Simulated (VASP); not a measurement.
# NiO (P6_3mc) in VASP: single point with LDA+U

Aim: the single point of NiO with LDA+U.

Program: VASP 6.6.1. These are calculated values, not measurements. Logs are shortened: lines on timing, memory, paths and dates and some standing lists are left out, and cuts for length are marked.

## (1) The cell of the first run

It takes space group P6_3mc (No. 186, hexagonal). The conventional cell has a = 3.226 Å, b = 3.226 Å, c = 5.284 Å, α = 90.00°, β = 90.00°, γ = 120.00°. Ni (site symmetry 3m) has 4 O at 1.98 Å within 2.6 Å. O (site symmetry 3m) has 4 Ni at 1.98 Å within 2.6 Å.

## (2) Single point, LDA+U, non-collinear spin, twin_end start, moments held on the sites

INCAR reads:

```
ALGO = Normal
AMIX = 0.2
AMIX_MAG = 0.8
BMIX = 1E-4
BMIX_MAG = 1E-4
EDIFF = 1E-6
ENCUT = 600
GGA_COMPAT = F
ISIF = 2
ISMEAR = 0
ISYM = -1
I_CONSTRAINED_M = 2
KPAR = 4
LAMBDA = 10
LASPH = T
LCHARG = T
LDAU = T
LDAUJ = 0 0
LDAUL = 2 -1
LDAUPRINT = 1
LDAUTYPE = 2
LDAUU = 4 0
LMAXMIX = 4
LNONCOLLINEAR = T
LORBIT = 11
LREAL = F
LVHAR = T
LWAVE = F
MAGMOM = 0 0 1.68 0 0 1.68 0 0 0.19 0 0 0.19
M_CONSTR = 0 0 1 0 0 1 0 0 0 0 0 0
NBANDS = 46
NELM = 200
PREC = Accurate
RWIGS = 1.24 0.66
SIGMA = 0.05
```

KPOINTS reads:

```
k-points
0
Gamma
  7 7 4
```

POSCAR reads:

```
NiO
1.0
    3.2262774900      0.0000000000      0.0000000000
   -1.6131387500      2.7940382700      0.0000000000
    0.0000000000      0.0000000000      5.2838976400
Ni O
2 2
Direct
    0.6666666667      0.3333333333      0.0000000000
    0.3333333333      0.6666666667      0.5000000000
    0.6666666667      0.3333333333      0.6252000000
    0.3333333333      0.6666666667      0.1252000000
```

Potentials or basis: VASP PAW LDA potentials, release 64 (Ni, O).

The run is started by

```
$ cat potpaw_LDA.64/Ni/POTCAR potpaw_LDA.64/O/POTCAR > POTCAR
$ mpirun -np 4 vasp_ncl > vasp.out
```

OUTCAR:

```text
AMIX = 0.2
   AMIX_MAG = 0.8
   EDIFF = 1E-6
   ENCUT = 600
   ISIF = 2
   ISMEAR = 0
   ISYM = -1
   LASPH = T
   LNONCOLLINEAR = T
   LORBIT = 11
   LREAL = F
   NELM = 200
   PREC = Accurate

 ion  position               nearest neighbor table
   1  0.667  0.333  0.000-   4 1.98   4 1.98   4 1.98   3 1.98
   2  0.333  0.667  0.500-   3 1.98   3 1.98   3 1.98   4 1.98
   3  0.667  0.333  0.625-   2 1.98   2 1.98   2 1.98   1 1.98
   4  0.333  0.667  0.125-   1 1.98   1 1.98   1 1.98   2 1.98

IMPORTANT INFORMATION: All symmetrisations will be switched off!
NOSYMM: (Re-)initialisation of all symmetry stuff for point group C_1.

----------------------------------------------------------------------------------------

                                     Primitive cell

  volume of cell :      47.6309

  direct lattice vectors                    reciprocal lattice vectors
     3.226277490  0.000000000  0.000000000     0.309954740  0.178952453  0.000000000
    -1.613138750  2.794038270  0.000000000     0.000000000  0.357904904  0.000000000
     0.000000000  0.000000000  5.283897640     0.000000000  0.000000000  0.189254234

  length of vectors
     3.226277490  3.226277496  5.283897640     0.357904905  0.357904904  0.189254234

  position of ions in fractional coordinates (direct lattice)
     0.666666667  0.333333333  0.000000000
     0.333333333  0.666666667  0.500000000
     0.666666667  0.333333333  0.625200000
     0.333333333  0.666666667  0.125200000

  ion indices of the primitive-cell ions
   primitive index   ion index
                 1           1
                 2           2
                 3           3
                 4           4

----------------------------------------------------------------------------------------

 KPOINTS: k-points

Automatic generation of k-mesh.
 Grid dimensions read from file:
 generate k-points for:    7    7    4

 Generating k-lattice:

  Cartesian coordinates                     Fractional coordinates (reciprocal lattice)
     0.044279249  0.025564636  0.000000000     0.142857143  0.000000000  0.000000000
     0.000000000  0.051129272  0.000000000     0.000000000  0.142857143  0.000000000
     0.000000000  0.000000000  0.047313558     0.000000000  0.000000000  0.250000000

  Length of vectors
     0.051129272  0.051129272  0.047313558

  Shift w.r.t. Gamma in fractional coordinates (k-lattice)
     0.000000000  0.000000000  0.000000000

 Subroutine IBZKPT returns following result:
 ===========================================

 Found    196 irreducible k-points:

 Following reciprocal coordinates:
            Coordinates               Weight
  0.000000  0.000000  0.000000      1.000000
  0.142857 -0.000000  0.000000      1.000000
  0.285714 -0.000000  0.000000      1.000000
  0.428571 -0.000000  0.000000      1.000000
 -0.428571  0.000000  0.000000      1.000000
 -0.285714  0.000000  0.000000      1.000000
[... 16 lines left out ...]
  0.142857  0.428571  0.000000      1.000000
  0.285714  0.428571  0.000000      1.000000
 [... further k-points ...]
[... 109 lines left out ...]
  o =  0.9817  v =  0.5733  0.0304 -0.0100  0.3462  0.0498 -0.0000  0.0001  0.0000 -0.0000  0.0001      0.0000  0.3829  0.0055  0.0003  0.6335 -0.0001 -0.0000  0.0000 -0.0001 -0.0000
  o =  0.9820  v = -0.6349  0.0277 -0.0151 -0.3851  0.0450  0.0000  0.0001 -0.0000  0.0000  0.0001      0.0000  0.3459 -0.0062 -0.0004  0.5709  0.0001 -0.0000 -0.0000  0.0001 -0.0000
  o =  0.9911  v =  0.0078  0.0082 -0.4716  0.0053  0.0123  0.0000 -0.0000  0.0003  0.0000  0.0000      0.0000 -0.0053 -0.8816  0.0001 -0.0079 -0.0000 -0.0000 -0.0002 -0.0000 -0.0000

atom =   2  type =  1  l = 2

 onsite density matrix

spin component  1

  0.9796  0.0000 -0.0000 -0.0037 -0.0000      0.0000 -0.0001  0.0000 -0.0000  0.0001
  0.0000  0.9757 -0.0000 -0.0000 -0.0037      0.0001 -0.0000  0.0000 -0.0001 -0.0000
 -0.0000 -0.0000  0.9913  0.0000  0.0000     -0.0000 -0.0000 -0.0000  0.0000 -0.0000
 -0.0037 -0.0000  0.0000  0.9757  0.0000      0.0000  0.0001 -0.0000 -0.0000 -0.0001
 -0.0000 -0.0037  0.0000  0.0000  0.9796     -0.0001  0.0000  0.0000  0.0001 -0.0000
[... 19 lines left out ...]
  0.6628 -0.0000  0.0002  0.1916  0.0000      0.0000  0.0003 -0.0000  0.0000 -0.0005
 -0.0000  0.8167  0.0000  0.0000  0.1916     -0.0003 -0.0000 -0.0000  0.0002  0.0000
  0.0002  0.0000  0.5176 -0.0001 -0.0000      0.0000  0.0000  0.0000 -0.0000 -0.0000
  0.1916  0.0000 -0.0001  0.8167 -0.0000     -0.0000 -0.0002  0.0000  0.0000  0.0003
  0.0000  0.1916 -0.0000 -0.0000  0.6628      0.0005 -0.0000  0.0000 -0.0003 -0.0000

 occupancies and eigenvectors

  o =  0.5176  v =  0.0000 -0.0000  0.0000 -0.0000  0.0000  0.0109  0.0004 -0.9899 -0.0074 -0.0006      0.0000 -0.0000  0.0003  0.0000  0.0000  0.0036  0.0015 -0.1408 -0.0024 -0.0021
  o =  0.5326  v = -0.0001 -0.0000  0.0000  0.0001  0.0000 -0.2626  0.3503 -0.0014  0.1776 -0.5180      0.0000  0.0001 -0.0000  0.0000 -0.0001  0.5253  0.1826  0.0082 -0.3553 -0.2700
  o =  0.5340  v =  0.0001 -0.0000  0.0000 -0.0001  0.0000  0.2633  0.3514  0.0043 -0.1781 -0.5197      0.0000  0.0001  0.0000 -0.0000 -0.0001 -0.5214  0.1851 -0.0105  0.3525 -0.2738
  o =  0.9462  v =  0.0000  0.0000 -0.0000 -0.0000  0.0000  0.1159  0.5811 -0.0000  0.1714  0.3930      0.0000 -0.0000  0.0000 -0.0000  0.0000 -0.3793 -0.0669 -0.0000 -0.5609 -0.0452
  o =  0.9462  v = -0.0000  0.0000 -0.0000  0.0000  0.0000 -0.1475  0.5863  0.0000 -0.2181  0.3964      0.0000 -0.0000 -0.0000  0.0000  0.0000  0.3670 -0.0171 -0.0000  0.5428 -0.0116
  o =  0.9735  v = -0.3478  0.1900  0.0004 -0.5811  0.1141  0.0000  0.0000  0.0000  0.0000  0.0000      0.0000  0.6020  0.0000  0.0008  0.3604  0.0000 -0.0000 -0.0000  0.0000 -0.0000
  o =  0.9735  v =  0.3802  0.1737 -0.0002  0.6300  0.1042 -0.0000  0.0000  0.0000 -0.0000  0.0000      0.0000  0.5531 -0.0000  0.0011  0.3341 -0.0000 -0.0000 -0.0000 -0.0000 -0.0000
  o =  0.9817  v =  0.6024 -0.0049  0.0044 -0.3606  0.0085 -0.0000 -0.0000  0.0000  0.0000  0.0001      0.0000  0.3657 -0.0007 -0.0002 -0.6109  0.0001 -0.0000 -0.0000 -0.0000  0.0000
  o =  0.9820  v =  0.6096  0.0049  0.0047 -0.3680 -0.0083 -0.0000  0.0000  0.0000  0.0000 -0.0001      0.0000 -0.3628 -0.0015 -0.0000  0.6010  0.0001  0.0000  0.0000 -0.0000 -0.0000
  o =  0.9913  v = -0.0055 -0.0004  0.9701  0.0037  0.0004  0.0000  0.0000  0.0000 -0.0000  0.0000      0.0000 -0.0000 -0.2428 -0.0001 -0.0003  0.0000 -0.0000 -0.0003 -0.0000  0.0000

 number of electron      32.0000000 magnetization      -0.0000759      0.0000699      3.8273174

 Free energy of the ion-electron system (eV)
  ---------------------------------------------------
  ext. energy  EPLUGINS =         0.00000000
  ---------------------------------------------------
  free energy    TOTEN  =       -22.04245434 eV

  energy without entropy =      -22.03804979  energy(sigma->0) =      -22.04025207

 E-fermi :   4.0220     XC(G=0): -11.4047

 val. band max:        4.0045399471   @ k =   0.1429  -0.1429  -0.2500
 cond. band min:       4.0566610443   @ k =   0.0000   0.0000   0.0000
 fundamental gap:      0.0521210972
 Fermi energy:         4.0220074677

 k-point     1 :       0.0000    0.0000    0.0000
  band No.  band energies     occupation
      1     -14.7664      1.00000
      2     -14.2154      1.00000
      3     -14.1655      1.00000
      4     -13.5124      1.00000
      5      -2.0635      1.00000
      6      -1.6477      1.00000
[... 1117 lines left out ...]
     43      12.7980      0.00000
     44      13.2284      0.00000

 [... further k-points ...]

 [bands above 44 left out]

------------------------ aborting loop because EDIFF is reached ----------------------------------------

  FORCE on cell =-STRESS in cart. coord.  units (eV):
  Direction    XX          YY          ZZ          XY          YZ          ZX
  --------------------------------------------------------------------------------------
  -------------------------------------------------------------------------------------
  Total       -7.0669278     -7.0663590     -6.4573905      0.0012240      0.0002328      0.0002398
  in kB     -237.7129133   -237.6937801   -217.2096774      0.0411728      0.0078317      0.0080647
  external PRESSURE =    -230.8721236 kB  Pullay stress =       0.0000000 kB

 VOLUME and BASIS-vectors are now :
 -----------------------------------------------------------------------------
  energy-cutoff  :      600.00
  volume of cell :       47.63
      direct lattice vectors                 reciprocal lattice vectors
     3.226277490  0.000000000  0.000000000     0.309954740  0.178952453  0.000000000
    -1.613138750  2.794038270  0.000000000     0.000000000  0.357904904  0.000000000
     0.000000000  0.000000000  5.283897640     0.000000000  0.000000000  0.189254234

 POSITION                                       TOTAL-FORCE (eV/Angst)
 -----------------------------------------------------------------------------------
      1.61314      0.93135      0.00000         0.000353     -0.000068      0.046016
     -0.00000      1.86269      2.64195        -0.000341      0.000061      0.045728
      1.61314      0.93135      3.30349         0.000488     -0.000092     -0.045837
     -0.00000      1.86269      0.66154        -0.000501      0.000099     -0.045907
 -----------------------------------------------------------------------------------
    total drift:                               -0.000002     -0.000003      0.003401

  FREE ENERGIE OF THE ION-ELECTRON SYSTEM (eV)
  ---------------------------------------------------
  free  energy   TOTEN  =       -22.0424543410 eV

  energy  without entropy=      -22.0380497947  energy(sigma->0) =      -22.04025207

 total charge

# of ion       s       p       d       tot
------------------------------------------
    1        0.356   0.419   8.351   9.125
    2        0.356   0.419   8.351   9.125
    3        1.540   3.355   0.000   4.895
    4        1.540   3.355   0.000   4.895
--------------------------------------------------
tot          3.791   7.548  16.701  28.040

 magnetization (x)

# of ion       s       p       d       tot
------------------------------------------
    1        0.000   0.000   0.000   0.000
    2        0.000   0.000   0.000   0.000
    3        0.000   0.000   0.000   0.000
    4        0.000   0.000   0.000   0.000
--------------------------------------------------
tot          0.000   0.000   0.000   0.000

 magnetization (y)

# of ion       s       p       d       tot
------------------------------------------
    1        0.000   0.000   0.000   0.000
    2        0.000   0.000  -0.000  -0.000
    3        0.000   0.000   0.000   0.000
    4       -0.000  -0.000   0.000  -0.000
--------------------------------------------------
tot          0.000   0.000   0.000   0.000

 magnetization (z)

# of ion       s       p       d       tot
------------------------------------------
    1       -0.002   0.035   1.424   1.457
    2       -0.002   0.035   1.424   1.458
    3        0.016   0.376   0.000   0.392
    4        0.016   0.376   0.000   0.392
--------------------------------------------------
tot          0.029   0.821   2.849   3.698
```

It took 21 min on 4 MPI ranks of Intel Xeon Platinum 8488C (Sapphire Rapids), shared host; peak memory 0.79 GiB.

What came out:

```
Free energy                                           : -22.0425 eV
Largest force                                         : 0.046 eV/Å
Band gap on the k mesh                                : zero (bands 32 and 33 overlap by 1.34 eV)
Net moment                                            : 3.83 μB per cell
Valence electrons inside the program's atomic spheres : Ni 9.12; O 4.89
```

Forces in eV/Å, atoms in the order of the input:
```
Ni   0.000  0.000  0.046
Ni   0.000  0.000  0.046
O    0.000  0.000 -0.046
O   -0.001  0.000 -0.046
```

Moments on the atoms (μB; x, y, z):
```
Ni  0.00 0.00 1.46
Ni  0.00 0.00 1.46
O   0.00 0.00 0.39
O   0.00 0.00 0.39
```

Caveat: moments held by a penalty. The state reached can hang on the start; a lower one may exist.

The gap in the log of VASP goes by the Fermi energy; the results here count the filled bands.